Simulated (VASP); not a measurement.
Crystal: Fe2O3.

```xyz
10
Lattice="2.5190 1.4543 4.5907 -2.5190 1.4543 4.5907 0.0000 -2.9087 4.5907" Properties=species:S:1:pos:R:3 pbc="T T T"
Fe    0.0000    0.0000    4.8932
Fe    0.0000    0.0000    1.9928
Fe    0.0000    0.0000    8.8788
Fe    0.0000    0.0000   11.7792
O     0.7706   -1.5740    8.0337
O    -1.7484    0.1197    8.0337
O     0.9779    1.4543    8.0337
O    -0.7706    1.5740    5.7383
O     1.7484   -0.1197    5.7383
O    -0.9779   -1.4543    5.7383
```

```yaml
Program: VASP 6.6.1
Task: relaxation of cell and atoms
Functional: RPBE
Dispersion: D3(BJ)
Potentials_or_basis: VASP PAW PBE potentials, release 64 (Fe, O)
Cutoff: 600 eV
k_mesh: 7 × 7 × 7
Occupations: fermi-dirac, width 0.05 eV
Spin: collinear spin, ferromagnetic start
Starting_moments: "[3.0, 3.0, 3.0, 3.0, 0.0, 0.0, 0.0, 0.0, 0.0, 0.0] μB"
```

At the start: pressure -8.8 GPa; volume 10.09 Å³/atom.

Where does the relaxation end?

Over 14 steps the energy falls by 159.4 meV/atom and the volume is 8.50 Å³/atom (-15.8 %); space group R-3c (No. 167, to 0.1 Å) before and after; moment 4.00 μB per cell.

The path:
```tsv
step	energy change (eV)	largest force (eV/Å)	pressure (GPa)	volume (Å³)
1	0.0000	0.8331	-8.82	100.91
2	-0.7946	0.9838	-21.41	93.01
3	1.3513	2.8173	75.08	71.81
4	-1.4414	0.6971	-5.60	86.91
5	-1.5021	0.4461	2.08	84.51
6	-1.5737	0.1446	1.40	84.59
7	-1.5756	0.1218	1.26	84.61
8	-1.5830	0.1227	-2.49	85.66
9	-1.5862	0.0459	-1.19	85.28
10	-1.5928	0.0973	0.47	84.79
11	-1.5928	0.0949	0.39	84.81
12	-1.5941	0.0277	-0.07	84.98
13	-1.5941	0.0151	0.01	84.95
14	-1.5942	0.0029	-0.05	84.96
```

Final structure:
```
CELL_PARAMETERS angstrom
2.36401 1.36486 4.38845
-2.36401 1.36486 4.38845
0.00000 -2.72972 4.38845
ATOMIC_POSITIONS crystal
Fe 0.34597 0.34597 0.34597
Fe 0.15403 0.15403 0.15403
Fe 0.65403 0.65403 0.65403
Fe 0.84597 0.84597 0.84597
O 0.56445 0.25000 0.93555
O 0.25000 0.93555 0.56445
O 0.93555 0.56445 0.25000
O 0.43555 0.75000 0.06445
O 0.75000 0.06445 0.43555
O 0.06445 0.43555 0.75000
```

Caveat: the volume moved by over 15 % at a fixed basis, so the end points are rough; the PAW data sets were made with another functional, which shifts forces and pressure a little; the run started ferromagnetic, and an antiferromagnetic order may lie lower in energy.
